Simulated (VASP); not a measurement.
The system is Cd2S.

```xyz
6
Lattice="5.2152 0.0000 0.0000 0.0000 5.2152 0.0000 0.0000 0.0000 5.2152" Properties=species:S:1:pos:R:3 pbc="T T T"
Cd    1.3038    1.3038    1.3038
Cd    1.3038    3.9114    3.9114
Cd    3.9114    3.9114    1.3038
Cd    3.9114    1.3038    3.9114
S     0.0000    0.0000    0.0000
S     2.6076    2.6076    2.6076
```

The cell was generated, and may not be a known phase.

| Property | Result |
| --- | --- |
| Program | VASP 6.6.1 |
| Task | relaxation of cell and atoms |
| Functional | PBE |
| Potentials or basis | VASP PAW PBE potentials, release 64 (Cd, S) |
| Cutoff | 600 eV |
| k mesh | 4 × 4 × 4 |
| Occupations | gaussian, width 0.1 eV |
| Spin | no spin polarisation |

At the start: pressure 21.3 GPa; volume 23.64 Å³/atom.

Task: Where does the relaxation end?

Result: Over 4 steps the energy falls by 511.6 meV/atom and the volume is 34.85 Å³/atom (+47.4 %); space group Pn-3m (No. 224, to 0.1 Å) before and after.

The path:
```
step  energy change (eV)  largest force (eV/Å)  pressure (GPa)  volume (Å³)
   1              0.0000                0.0000           21.28       141.85
   2             -3.0550                0.0000           -0.64       216.56
   3             -3.0684                0.0000            0.19       207.01
   4             -3.0697                0.0000            0.01       209.07
```

Final structure:
```yaml
crystal:
  lattice:
    - [5.93518, 0.00000, 0.00000]
    - [0.00000, 5.93518, 0.00000]
    - [0.00000, 0.00000, 5.93518]
  atoms:
    - { symbol: Cd, position: [0.25000, 0.25000, 0.25000] }
    - { symbol: Cd, position: [0.25000, 0.75000, 0.75000] }
    - { symbol: Cd, position: [0.75000, 0.75000, 0.25000] }
    - { symbol: Cd, position: [0.75000, 0.25000, 0.75000] }
    - { symbol: S, position: [0.00000, 0.00000, 0.00000] }
    - { symbol: S, position: [0.50000, 0.50000, 0.50000] }
```

Caveat: the volume moved by over 15 % at a fixed basis, so the end points are rough.
